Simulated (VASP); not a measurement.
# Cu in VASP: single point with PBE

Aim: the single point of Cu with PBE.

Program: VASP 6.6.1. These are calculated values, not measurements. Logs are shortened: lines on timing, memory, paths and dates and some standing lists are left out, and cuts for length are marked.

### 1 The cell of the first run

The cell holds a slab with vacuum, 16 atoms: a = 7.220 Å, b = 5.105 Å, c = 16.829 Å, α = 90.00°, β = 90.00°, γ = 90.00°.

### 2 Single point, PBE

INCAR

```
PREC     = Accurate       # precision mode
ENCUT    = 520            # plane-wave cutoff, eV
EDIFF    = 1E-6           # SCF threshold, eV
ISMEAR   = -1             # smearing method
SIGMA    = 0.05           # smearing width, eV
LREAL    = Auto         
LASPH    = True           # aspherical terms in the spheres
NELM     = 80             # most SCF steps
ALGO     = Normal         # electronic algorithm
ISIF     = 2              # what is computed and relaxed
LWAVE    = False          # write WAVECAR
LCHARG   = False          # write CHGCAR
GGA      = PE             # functional
NBANDS   = 102            # bands
```

KPOINTS

```
Automatic mesh
0
Gamma
  2 3 1
```

POSCAR

```
Cu
1.0
    7.2200000000      0.0000000000      0.0000000000
    0.0000000000      5.1053110000      0.0000000000
    0.0000000000      0.0000000000     16.8289830000
Cu
16
Direct
    0.2500000000      0.2500000000      0.0594213000
    0.7500000000      0.2500000000      0.0594213000
    0.2500000000      0.7500000000      0.0594213000
    0.7500000000      0.7500000000      0.0594213000
    0.0000000000      0.0000000000      0.1277920976
    0.5000000000      0.0000000000      0.1277920976
    0.0000000000      0.5000000000      0.1277920976
    0.5000000000      0.5000000000      0.1277920976
    0.2500000000      0.2500000000      0.2137191515
    0.7500000000      0.2500000000      0.2137191515
    0.2500000000      0.7500000000      0.2137191515
    0.7500000000      0.7500000000      0.2137191515
    0.0000000000      0.0000000000      0.2822214502
    0.5000000000      0.0000000000      0.2822214502
    0.0000000000      0.5000000000      0.2822214502
    0.5000000000      0.5000000000      0.2822214502
```

Potentials or basis: VASP PAW PBE potentials, release 64 (Cu).

The run is started by

```bash
$ cat potpaw_PBE.64/Cu/POTCAR > POTCAR
$ mpirun -np 1 vasp_std > vasp.out
```

OUTCAR:

```text
PREC = Accurate
   ENCUT = 520
   EDIFF = 1E-6
   ISMEAR = -1
   LREAL = Auto
   LASPH = True
   NELM = 80
   ISIF = 2
   GGA = PE

 ion  position               nearest neighbor table
   1  0.250  0.250  0.059-   5 2.49   6 2.49   7 2.49   8 2.49   3 2.55   3 2.55   9 2.60
   2  0.750  0.250  0.059-   5 2.49   6 2.49   7 2.49   8 2.49   4 2.55   4 2.55  10 2.60
   3  0.250  0.750  0.059-   5 2.49   6 2.49   7 2.49   8 2.49   1 2.55   1 2.55  11 2.60
   4  0.750  0.750  0.059-   5 2.49   6 2.49   7 2.49   8 2.49   2 2.55   2 2.55  12 2.60
   5  0.000  0.000  0.128-   1 2.49   2 2.49   3 2.49   4 2.49   7 2.55   7 2.55  13 2.60  11 2.64
                            12 2.64   9 2.64  10 2.64
   6  0.500  0.000  0.128-   1 2.49   2 2.49   3 2.49   4 2.49   8 2.55   8 2.55  14 2.60  11 2.64
                            12 2.64   9 2.64  10 2.64
   7  0.000  0.500  0.128-   1 2.49   2 2.49   3 2.49   4 2.49   5 2.55   5 2.55  15 2.60  11 2.64
                            12 2.64   9 2.64  10 2.64
   8  0.500  0.500  0.128-   1 2.49   2 2.49   3 2.49   4 2.49   6 2.55   6 2.55  16 2.60  11 2.64
                            12 2.64   9 2.64  10 2.64
   9  0.250  0.250  0.214-  13 2.49  14 2.49  15 2.49  16 2.49  11 2.55  11 2.55   1 2.60   7 2.64
                             8 2.64   5 2.64   6 2.64
  10  0.750  0.250  0.214-  13 2.49  14 2.49  15 2.49  16 2.49  12 2.55  12 2.55   2 2.60   7 2.64
                             8 2.64   5 2.64   6 2.64
  11  0.250  0.750  0.214-  13 2.49  14 2.49  15 2.49  16 2.49   9 2.55   9 2.55   3 2.60   7 2.64
                             8 2.64   5 2.64   6 2.64
  12  0.750  0.750  0.214-  13 2.49  14 2.49  15 2.49  16 2.49  10 2.55  10 2.55   4 2.60   7 2.64
                             8 2.64   5 2.64   6 2.64
  13  0.000  0.000  0.282-   9 2.49  10 2.49  11 2.49  12 2.49  15 2.55  15 2.55   5 2.60
  14  0.500  0.000  0.282-   9 2.49  10 2.49  11 2.49  12 2.49  16 2.55  16 2.55   6 2.60
  15  0.000  0.500  0.282-   9 2.49  10 2.49  11 2.49  12 2.49  13 2.55  13 2.55   7 2.60
  16  0.500  0.500  0.282-   9 2.49  10 2.49  11 2.49  12 2.49  14 2.55  14 2.55   8 2.60

  LATTYP: Found a simple orthorhombic cell.
 ALAT       =     5.1053110000
 B/A-ratio  =     1.4142135513
 C/A-ratio  =     3.2963678413

  Lattice vectors:

 A1 = (   0.0000000000,  -5.1053110000,   0.0000000000)
 A2 = (   7.2200000000,   0.0000000000,   0.0000000000)
 A3 = (   0.0000000000,   0.0000000000,  16.8289830000)

Analysis of symmetry for initial positions (statically):
=====================================================================
 Subroutine PRICEL returns following result:

  LATTYP: Found a simple orthorhombic cell.
 ALAT       =     2.5526555000
 B/A-ratio  =     1.4142135513
 C/A-ratio  =     6.5927356825

  Lattice vectors:

 A1 = (   0.0000000000,  -2.5526555000,   0.0000000000)
 A2 = (   3.6100000000,   0.0000000000,   0.0000000000)
 A3 = (   0.0000000000,   0.0000000000,  16.8289830000)

   4 primitive cells build up your supercell.

 Routine SETGRP: Setting up the symmetry group for a
 simple orthorhombic supercell.

 Subroutine GETGRP returns: Found  4 space group operations
 (whereof  4 operations were pure point group operations)
 out of a pool of  8 trial point group operations.

The static configuration has the point symmetry C_2v.

Analysis of symmetry for dynamics (positions and initial velocities):
=====================================================================
 Subroutine PRICEL returns following result:

  LATTYP: Found a simple orthorhombic cell.
 ALAT       =     2.5526555000
 B/A-ratio  =     1.4142135513
 C/A-ratio  =     6.5927356825

  Lattice vectors:

 A1 = (   0.0000000000,  -2.5526555000,   0.0000000000)
 A2 = (   3.6100000000,   0.0000000000,   0.0000000000)
 A3 = (   0.0000000000,   0.0000000000,  16.8289830000)

   4 primitive cells build up your supercell.

 Routine SETGRP: Setting up the symmetry group for a
 simple orthorhombic supercell.

 Subroutine GETGRP returns: Found  4 space group operations
 (whereof  4 operations were pure point group operations)
 out of a pool of  8 trial point group operations.

The dynamic configuration has the point symmetry C_2v.

 Subroutine INISYM returns: Found  4 space group operations
 (whereof  4 operations are pure point group operations),
 and found     4 'primitive' translations

----------------------------------------------------------------------------------------

                                     Primitive cell

  volume of cell :     155.0805

  direct lattice vectors                    reciprocal lattice vectors
     0.000000000 -2.552655500  0.000000000     0.000000000 -0.391748906  0.000000000
     3.610000000  0.000000000  0.000000000     0.277008310  0.000000000  0.000000000
     0.000000000  0.000000000 16.828983000     0.000000000  0.000000000  0.059421297

  length of vectors
     2.552655500  3.610000000 16.828983000     0.391748906  0.277008310  0.059421297

  position of ions in fractional coordinates (direct lattice)
     0.500000000  0.500000000  0.059421300
     0.000000000  0.000000000  0.127792098
     0.500000000  0.500000000  0.213719152
     0.000000000  0.000000000  0.282221450

  ion indices of the primitive-cell ions
   primitive index   ion index
                 1           1
                 2           5
                 3           9
                 4          13

----------------------------------------------------------------------------------------

 KPOINTS: Automatic mesh

Automatic generation of k-mesh.
 Grid dimensions read from file:
 generate k-points for:    2    3    1

 Generating k-lattice:

  Cartesian coordinates                     Fractional coordinates (reciprocal lattice)
     0.069252078  0.000000000  0.000000000     0.500000000  0.000000000  0.000000000
     0.000000000  0.065291484  0.000000000     0.000000000  0.333333333  0.000000000
     0.000000000  0.000000000  0.059421297     0.000000000  0.000000000  1.000000000

  Length of vectors
     0.069252078  0.065291484  0.059421297

  Shift w.r.t. Gamma in fractional coordinates (k-lattice)
     0.000000000  0.000000000  0.000000000

 Subroutine IBZKPT returns following result:
 ===========================================

 Found      4 irreducible k-points:

 Following reciprocal coordinates:
            Coordinates               Weight
  0.000000  0.000000  0.000000      1.000000
  0.500000  0.000000  0.000000      1.000000
  0.000000  0.333333  0.000000      2.000000
  0.500000  0.333333  0.000000      2.000000
   k-points           NKPTS =      4   k-points in BZ     NKDIM =      4   number of bands    NBANDS=    102
   number of dos      NEDOS =    301   number of ions     NIONS =     16
   total plane-waves  NPLWV = 272160
   dimension x,y,z NGX =    54 NGY =   40 NGZ =  126
   dimension x,y,z NGXF=   108 NGYF=   80 NGZF=  252
   ions per type =              16
   NGX,Y,Z   is equivalent  to a cutoff of  12.43, 13.03, 12.45 a.u.
   NGXF,Y,Z  is equivalent  to a cutoff of  24.87, 26.05, 24.89 a.u.
 SYSTEM =  unknown system
   PREC   = accura    normal or accurate (medium, high low for compatibility)
   ISTART =      0    job   : 0-new  1-cont  2-samecut
   ICHARG =      2    charge: 1-file 2-atom 10-const
   ISPIN  =      1    spin polarized calculation?
   LNONCOLLINEAR =      F non collinear calculations
   LSORBIT =      F    spin-orbit coupling
   LASPH  =      T    aspherical Exc in radial PAW
   ENCUT  =  520.0 eV  38.22 Ry    6.18 a.u.  13.42  9.49 31.29*2*pi/ulx,y,z
   NELM   =     80;   NELMIN=  2; NELMDL= -5     # of ELM steps
   EDIFF  = 0.1E-05   stopping-criterion for ELM
   LREAL  =      T    real-space projection
   EDIFFG = 0.1E-04   stopping-criterion for IOM
   NSW    =      0    number of steps for IOM
   IBRION =     -1    ionic relax: 0-MD 1-quasi-New 2-CG
   NFREE  =      0    steps in history (QN), initial steepest desc. (CG)
   ISIF   =      2    stress and relaxation
   ISYM   =      2    0-nonsym 1-usesym 2-fastsym
   POTIM  = 0.5000    time-step for ionic-motion
   TEBEG  =    0.0;   TEEND  =   0.0 temperature during run
   PSTRESS=    0.0 pullay stress
   NELECT =     176.0000    total number of electrons
   NUPDOWN=      -1.0000    fix difference up-down
   EMIN   =  10.00;   EMAX   =-10.00  energy-range for DOS
   EFERMI =   0.00;   METHOD = LEGACY
   ISMEAR =    -1;   SIGMA  =   0.05  broadening in eV -4-tet -1-fermi 0-gaus
   EFERMI_NEDOS =   21; number of points for ismear=-14 and -15
   IALGO  =     38    algorithm
   IMIX   =      4    mixing-type and parameters
     AMIX     =   0.40;   BMIX     =  1.00
     AMIX_MAG =   1.60;   BMIX_MAG =  1.00
  volume/ion in A,a.u.               =      38.77       261.63
  Fermi-wavevector in a.u.,A,eV,Ry     =   1.075738  2.032851 15.744837  1.157213
  Thomas-Fermi vector in A             =   2.211603
   LORBIT       =      0    0 simple, 1 ext, 2 COOP (PROOUT), +10 PAW based schemes
   GGA     = PE    functional components
   LHFCALC =     F    Hartree Fock is set to
   AEXX    =    0.0000 exact exchange contribution
   IVDW    =     0    specifies the selected vdW correction
   LEPSILON=     F    determine dielectric tensor
   LRPA    =     F    only Hartree local field effects (RPA)
 non-spin polarized calculation
  energy-cutoff  :      520.00
  volume of cell :      620.32
 maximum number of plane-waves:     16767
 NGX is ok and might be reduce to    54
   NGX = 27   NGY = 19   NGZ = 63

 number of electron     176.0000046 magnetization

 Free energy of the ion-electron system (eV)
  ---------------------------------------------------
  ext. energy  EPLUGINS =         0.00000000
  ---------------------------------------------------
  free energy    TOTEN  =       -52.21643232 eV

  energy without entropy =      -52.11406737  energy(sigma->0) =      -52.16524985

 E-fermi :  -0.7875     XC(G=0):  -5.0723

 val. band max:       -0.7954101867   @ k =   0.0000   0.3333   0.0000
 cond. band min:      -0.7651528149   @ k =   0.0000   0.3333   0.0000
 fundamental gap:      0.0302573718
 Fermi energy:        -0.7874942033

 k-point     1 :       0.0000    0.0000    0.0000
  band No.  band energies     occupation
      1      -9.0093      2.00000
      2      -6.5118      2.00000
      3      -6.4625      2.00000
      4      -6.4619      2.00000
      5      -5.3523      2.00000
      6      -5.3513      2.00000
[... 92 lines left out ...]
     99       2.9219      0.00000
    100       3.2366      0.00000

 k-point     2 :       0.5000    0.0000    0.0000
  band No.  band energies     occupation
      1      -8.2932      2.00000
      2      -8.2932      2.00000
      3      -6.0706      2.00000
      4      -6.0706      2.00000
      5      -5.2448      2.00000
      6      -5.2448      2.00000
[... 92 lines left out ...]
     99       1.8897      0.00000
    100       1.8897      0.00000

 k-point     3 :       0.0000    0.3333    0.0000
  band No.  band energies     occupation
      1      -8.3564      2.00000
      2      -6.6475      2.00000
      3      -5.9740      2.00000
      4      -5.9585      2.00000
      5      -5.9578      2.00000
      6      -5.2638      2.00000
[... 92 lines left out ...]
     99       3.4897      0.00000
    100       3.8678      0.00000

 k-point     4 :       0.5000    0.3333    0.0000
  band No.  band energies     occupation
      1      -7.6695      2.00000
      2      -7.6695      2.00000
      3      -6.1583      2.00000
      4      -6.1583      2.00000
      5      -5.5445      2.00000
      6      -5.5445      2.00000
[... 92 lines left out ...]
     99       2.6416      0.00000
    100       2.6416      0.00000
 [bands above 100 left out]

------------------------ aborting loop because EDIFF is reached ----------------------------------------

  FORCE on cell =-STRESS in cart. coord.  units (eV):
  Direction    XX          YY          ZZ          XY          YZ          ZX
  --------------------------------------------------------------------------------------
  -------------------------------------------------------------------------------------
  Total       -6.1366821     -8.0212034      0.3265103      0.0000000      0.0000000      0.0000000
  in kB      -15.8499150    -20.7172849      0.8433158      0.0000000      0.0000000      0.0000000
  external PRESSURE =     -11.9079614 kB  Pullay stress =       0.0000000 kB

 VOLUME and BASIS-vectors are now :
 -----------------------------------------------------------------------------
  energy-cutoff  :      520.00
  volume of cell :      620.32
      direct lattice vectors                 reciprocal lattice vectors
     7.220000000  0.000000000  0.000000000     0.138504155  0.000000000  0.000000000
     0.000000000  5.105311000  0.000000000     0.000000000  0.195874453  0.000000000
     0.000000000  0.000000000 16.828983000     0.000000000  0.000000000  0.059421297

 POSITION                                       TOTAL-FORCE (eV/Angst)
 -----------------------------------------------------------------------------------
      1.80500      1.27633      1.00000        -0.000000      0.000000     -0.034321
      5.41500      1.27633      1.00000         0.000000      0.000000     -0.034321
      1.80500      3.82898      1.00000        -0.000000      0.000000     -0.034321
      5.41500      3.82898      1.00000         0.000000      0.000000     -0.034321
      0.00000      0.00000      2.15061         0.000000      0.000000      0.001617
      3.61000      0.00000      2.15061         0.000000     -0.000000      0.001617
[... 8 lines left out ...]
      0.00000      2.55266      4.74950        -0.000000      0.000000      0.027119
      3.61000      2.55266      4.74950        -0.000000      0.000000      0.027119
 -----------------------------------------------------------------------------------
    total drift:                                0.000000      0.000000      0.001675

  FREE ENERGIE OF THE ION-ELECTRON SYSTEM (eV)
  ---------------------------------------------------
  free  energy   TOTEN  =       -52.2164323196 eV

  energy  without entropy=      -52.1140673730  energy(sigma->0) =      -52.16524985
```

Run time: 6.8 min. Hardware: 1 thread of AMD EPYC 9R45 (Zen 5), shared host; peak memory 0.59 GiB.

Results:

- Free energy: -52.2164 eV
- Largest force: 0.034 eV/Å
- Band gap on the k mesh: zero (bands 88 and 89 overlap by 0.15 eV)

Forces on the atoms (eV/Å):
```
Cu   0.000  0.000 -0.034
Cu   0.000  0.000 -0.034
Cu   0.000  0.000 -0.034
Cu   0.000  0.000 -0.034
Cu   0.000  0.000  0.002
Cu   0.000  0.000  0.002
Cu   0.000  0.000  0.002
Cu   0.000  0.000  0.002
Cu   0.000  0.000  0.006
Cu   0.000  0.000  0.006
Cu   0.000  0.000  0.006
Cu   0.000  0.000  0.006
Cu   0.000  0.000  0.027
Cu   0.000  0.000  0.027
Cu   0.000  0.000  0.027
Cu   0.000  0.000  0.027
```

Levels at points of the mesh, in eV from the Fermi level:
| k point | band 84 | band 85 | band 86 | band 87 | band 88 | band 89 | band 90 | band 91 |
| --- | --- | --- | --- | --- | --- | --- | --- | --- |
| (0.00, 0.00, 0.00) | -1.43 | -1.01 | -1.01 | -0.62 | 0.07 | 0.07 | 0.68 | 0.68 |
| (0.50, 0.00, 0.00) | -1.49 | -0.12 | -0.12 | 0.14 | 0.14 | 0.29 | 0.29 | 0.29 |

Caveat: the k points lie up to 0.44 Å⁻¹ apart; there is no dipole correction, which matters where the two faces differ.

The gap in the log of VASP goes by the Fermi energy; the results here count the filled bands.